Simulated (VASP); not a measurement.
# LiPr3N2 (P-3m1) in VASP: further runs, part 2 of 2

VASP 6.6.1.

## (3) Single point, PBE

INCAR

```
SYSTEM = LiPr3N2
ALGO = Normal
EDIFF = 1E-6
ENCUT = 750
GGA = PE
GGA_COMPAT = .False.
ISIF = 2
ISMEAR = 0
LASPH = .True.
LCHARG = .True.
LELF = .True.
LMAXMIX = 6
LREAL = .False.
LVHAR = .True.
LWAVE = .False.
NBANDS = 32
NELM = 200
PREC = Accurate
SIGMA = 0.1
```

KPOINTS

```
k-points
0
Gamma
  12 12 4
  0 0 0
```

POSCAR

```
LiPr3N2
1.0
    3.6644194970      0.0000000000      0.0000000000
   -1.8322097485      3.1734803745      0.0000000000
    0.0000000000      0.0000000000     12.0984207143
Li Pr N
1 3 2
Direct
    0.0000000000      0.0000000000      0.0000000000
    0.3333333333      0.6666666667      0.2624377526
    0.6666666667      0.3333333333      0.7375622474
    0.0000000000      0.0000000000      0.5000000000
    0.3333333333      0.6666666667      0.6329558597
    0.6666666667      0.3333333333      0.3670441403
```

Potentials or basis: VASP PAW PBE potentials, release 64 (Li_sv, Pr_3, N), 4f in core.

Started as:

```bash
> cat potpaw_PBE.64/Li_sv/POTCAR potpaw_PBE.64/Pr_3/POTCAR potpaw_PBE.64/N/POTCAR > POTCAR
> mpirun -np 1 vasp_std > vasp.out
```

OUTCAR:

```text
SYSTEM = LiPr3N2
   EDIFF = 1E-6
   ENCUT = 750
   GGA = PE
   ISIF = 2
   ISMEAR = 0
   LASPH = .True.
   LREAL = .False.
   NELM = 200
   PREC = Accurate

 ion  position               nearest neighbor table
   1  0.000  0.000  0.000-
   2  0.333  0.667  0.262-   6 2.47   6 2.47   6 2.47   4 3.57   4 3.57   4 3.57
   3  0.667  0.333  0.738-   5 2.47   5 2.47   5 2.47   4 3.57   4 3.57   4 3.57
   4  0.000  0.000  0.500-   5 2.66   6 2.66   5 2.66   6 2.66   6 2.66   5 2.66   2 3.57   3 3.57
                             2 3.57   3 3.57   2 3.57   3 3.57
   5  0.333  0.667  0.633-   3 2.47   3 2.47   3 2.47   4 2.66   4 2.66   4 2.66
   6  0.667  0.333  0.367-   2 2.47   2 2.47   2 2.47   4 2.66   4 2.66   4 2.66

  LATTYP: Found a hexagonal cell.
[... 1047 lines left out ...]
  Total       -0.0734625     -0.0734625     -0.0371473      0.0000000      0.0000000      0.0000000
  in kB       -0.8365787     -0.8365787     -0.4230268      0.0000000      0.0000000      0.0000000
  external PRESSURE =      -0.6987281 kB  Pullay stress =       0.0000000 kB

 VOLUME and BASIS-vectors are now :
 -----------------------------------------------------------------------------
  energy-cutoff  :      750.00
  volume of cell :      140.69
      direct lattice vectors                 reciprocal lattice vectors
     3.664419497  0.000000000  0.000000000     0.272894520  0.157555725  0.000000000
    -1.832209748  3.173480374  0.000000000     0.000000000  0.315111449  0.000000000
     0.000000000  0.000000000 12.098420714     0.000000000  0.000000000  0.082655416

 POSITION                                       TOTAL-FORCE (eV/Angst)
 -----------------------------------------------------------------------------------
      0.00000      0.00000      0.00000        -0.000000      0.000000      0.000000
     -0.00000      2.11565      3.17508         0.000000     -0.000000      0.007231
      1.83221      1.05783      8.92334        -0.000000      0.000000     -0.007231
      0.00000      0.00000      6.04921        -0.000000      0.000000      0.000000
     -0.00000      2.11565      7.65777         0.000000      0.000000      0.010260
      1.83221      1.05783      4.44065         0.000000     -0.000000     -0.010260
 -----------------------------------------------------------------------------------
    total drift:                                0.000000     -0.000000      0.000000

  FREE ENERGIE OF THE ION-ELECTRON SYSTEM (eV)
  ---------------------------------------------------
  free  energy   TOTEN  =       -37.7334634616 eV

  energy  without entropy=      -37.7112054859  energy(sigma->0) =      -37.72233447
```

stdout:

```text
POSCAR found type information on POSCAR LiPrN
 POSCAR found :  3 types and       6 ions
 scaLAPACK will be used
 LDA part: xc-table for (Slater+PW92), standard interpolation
 POSCAR, INCAR and KPOINTS ok, starting setup
 FFT: planning ... GRIDC
 FFT: planning ... GRID_SOFT
 FFT: planning ... GRID
 WAVECAR not read
 entering main loop
```

It took 5.7 min on 1 thread of Intel Xeon 6975P-C (Granite Rapids), shared host; peak memory 0.68 GiB.

What came out:

```
Free energy            : -37.7335 eV
Pressure               : -0.1 GPa
Largest force          : 0.010 eV/Å
Band gap on the k mesh : zero (bands 23 and 24 overlap by 0.64 eV)
```

Forces in eV/Å, atoms in the order of the input:
```
Li   0.000  0.000  0.000
Pr   0.000  0.000  0.007
Pr   0.000  0.000 -0.007
Pr   0.000  0.000  0.000
N    0.000  0.000  0.010
N    0.000  0.000 -0.010
```

Caveat: spin-orbit coupling is left out, which moves the levels of the heavy elements; the 4f electrons are frozen in the core, so they carry no moment and show no levels; the run has no spin polarisation, though such a crystal can be magnetic. With open d or f shells a metallic result of PBE can be an artefact of self-interaction; +U or a hybrid may open a gap.

## (4) Single point, PBE

This run uses another cell than the first one, of 23.27 Å³/atom.

INCAR

```
SYSTEM = LiPr3N2
  PREC = Accurate
  ENCUT = 750
  EDIFF = 1E-6
  ISMEAR = 0
  SIGMA = 0.2
  LREAL = .False.
  LASPH = .True.
  NELM = 200
  ALGO = Normal
  ISIF = 2
  LWAVE = .False.
  LCHARG = .False.
  GGA = PE
  NBANDS = 32
  GGA_COMPAT = .False.
  LMAXMIX = 6
```

KPOINTS

```
regular mesh
0
Gamma
  5 5 2
  0 0 0
```

POSCAR

```
LiPr3N2
1.0
    3.6693795882      0.0000000000      0.0000000000
   -1.8346897941      3.1777759395      0.0000000000
    0.0000000000      0.0000000000     11.9728012696
Li Pr N
1 3 2
Direct
    0.0000000000      0.0000000000      0.0000000000
    0.3333333333      0.6666666667      0.2610816937
    0.6666666667      0.3333333333      0.7389183063
    0.0000000000      0.0000000000      0.5000000000
    0.3333333333      0.6666666667      0.6339227334
    0.6666666667      0.3333333333      0.3660772666
```

Started as:

```bash
> cat potpaw_PBE.64/Li_sv/POTCAR potpaw_PBE.64/Pr_3/POTCAR potpaw_PBE.64/N/POTCAR > POTCAR
> mpirun -np 1 vasp_std > vasp.out
```

It took 55 s on 1 thread of Intel Xeon 6975P-C (Granite Rapids), shared host; peak memory 0.39 GiB.

Results (log left out):

| Property | Result |
| --- | --- |
| Free energy | -37.7196 eV |
| Pressure | 0.1 GPa |
| Largest force | 0.055 eV/Å |
| Band gap on the k mesh | zero (bands 23 and 24 overlap by 0.16 eV) |

Forces in eV/Å, atoms in the order of the input:
```
Li   0.000  0.000  0.000
Pr   0.000  0.000  0.055
Pr   0.000  0.000 -0.055
Pr   0.000  0.000  0.000
N    0.000  0.000  0.032
N    0.000  0.000 -0.032
```

Stress tensor (GPa, compression positive):
```
-0.08  0.00  0.00
 0.00 -0.08  0.00
 0.00  0.00  0.43
```

Levels at points of the mesh, in eV from the Fermi level:
| k point | band 21 | band 22 | band 23 | band 24 | band 25 | band 26 |
| --- | --- | --- | --- | --- | --- | --- |
| (0.00, 0.00, 0.00) | -2.80 | -2.52 | -0.78 | 0.74 | 1.44 | 1.44 |
| (0.00, 0.00, 0.50) | -2.80 | -2.34 | -1.12 | 1.15 | 1.44 | 1.44 |

Caveat: the k points lie up to 0.40 Å⁻¹ apart; spin-orbit coupling is left out, which moves the levels of the heavy elements; the 4f electrons are frozen in the core, so they carry no moment and show no levels; the run has no spin polarisation, though such a crystal can be magnetic.

## (5) Summary

```tsv
cell	k mesh	smearing	gap on the mesh (eV)	pressure (GPa)	largest force (eV/Å)
a = 3.665, b = 3.665, c = 12.097 Å, angles 90.0, 90.0, 120.0°, 6 atoms, atomic positions A	12 × 12 × 4	gaussian 0.1 eV	none	-0.1	0.01
a = 3.664, b = 3.664, c = 12.098 Å, angles 90.0, 90.0, 120.0°, 6 atoms, atomic positions A	12 × 12 × 4	gaussian 0.1 eV	none	-0.1	0.01
a = 3.669, b = 3.669, c = 11.973 Å, angles 90.0, 90.0, 120.0°, 6 atoms, atomic positions B	5 × 5 × 2	gaussian 0.2 eV	none	0.1	0.05
```

Alike in all rows: task single point; level PBE; potentials or basis VASP PAW PBE potentials, release 64 (Li_sv, Pr_3, N), 4f in core; no spin polarisation; cutoff (eV) 750.

Caveats: some runs use coarse meshes; spin-orbit coupling is left out, which moves the levels of the heavy elements; the 4f electrons are frozen in the core, so they carry no moment and show no levels; the run has no spin polarisation, though such a crystal can be magnetic.

Absolute energies hang on the potentials; compare differences alone.
